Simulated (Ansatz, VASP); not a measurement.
SnTe3: VASP beside Ansatz

Contents of INCAR:

```
SYSTEM = SnTe3
PREC = Accurate
ENCUT = 520
EDIFF = 1E-6
ISMEAR = 0
SIGMA = 0.1
LREAL = .FALSE.
LASPH = .TRUE.
NELM = 60
ALGO = Normal
ISIF = 2
LWAVE = .FALSE.
LCHARG = .FALSE.
GGA = PE
NBANDS = 24
```

The input KPOINTS:

```
regular mesh
0
G
  4 4 4
  0 0 0
```

File POSCAR:

```
SnTe3
1.0
   -3.2245099100      3.2245099100      3.2245099100
    3.2245099100     -3.2245099100      3.2245099100
    3.2245099100      3.2245099100     -3.2245099100
Sn Te
1 3
Direct
    0.0000000000      0.0000000000      0.0000000000
    0.0000000000      0.5000000000      0.5000000000
    0.5000000000      0.0000000000      0.5000000000
    0.5000000000      0.5000000000      0.0000000000
```

Input for Ansatz:

```yaml
crystal:
  lattice:
    - [-3.22450991, 3.22450991, 3.22450991]
    - [3.22450991, -3.22450991, 3.22450991]
    - [3.22450991, 3.22450991, -3.22450991]
  atoms:
    - { symbol: Sn, position: [0.0, 0.0, 0.0] }
    - { symbol: Te, position: [0.0, 0.5, 0.5] }
    - { symbol: Te, position: [0.5, 0.0, 0.5] }
    - { symbol: Te, position: [0.5, 0.5, 0.0] }
basis:
  ecutwfc: 420
kpoints:
  mp_grid: { grid: [4, 4, 4] }
hamiltonian:
  xc: pbe
scf:
  occupations: { method: gaussian, width: 0.1 }
  lower_state_search: "off"
output:
  forces: true
  stress: true
  eigenvalues: true
```

Change from the starting cell: species swapped into the Sb3Au type (Im-3m, No. 229).

Alike in both runs: task single point; functional PBE; k mesh 4 × 4 × 4; occupations gaussian, width 0.1 eV; no spin polarisation.

|  | VASP | Ansatz |
| --- | --- | --- |
| version | VASP 6.6.1 | Ansatz 0.2.0 |
| potentials or method | VASP PAW PBE potentials, release 64 (Sn_d, Te), cutoff 520 eV | scalar-relativistic, plane waves, PAW |
| valence electrons in the cell | 32 | 62 |

|  | VASP | Ansatz | Ansatz less VASP |
| --- | --- | --- | --- |
| gap on the k mesh at the Fermi level (eV) | none | none | - |
| pressure (GPa) | -0.2 | -0.2 | +0.03 |

A gap of «none» marks a metal or a gap that the smearing closes. VASP's potentials hold 32 valence electrons a cell and Ansatz's 62, so a difference there can come from the potentials and not from the codes.

Spin-orbit coupling is off throughout.
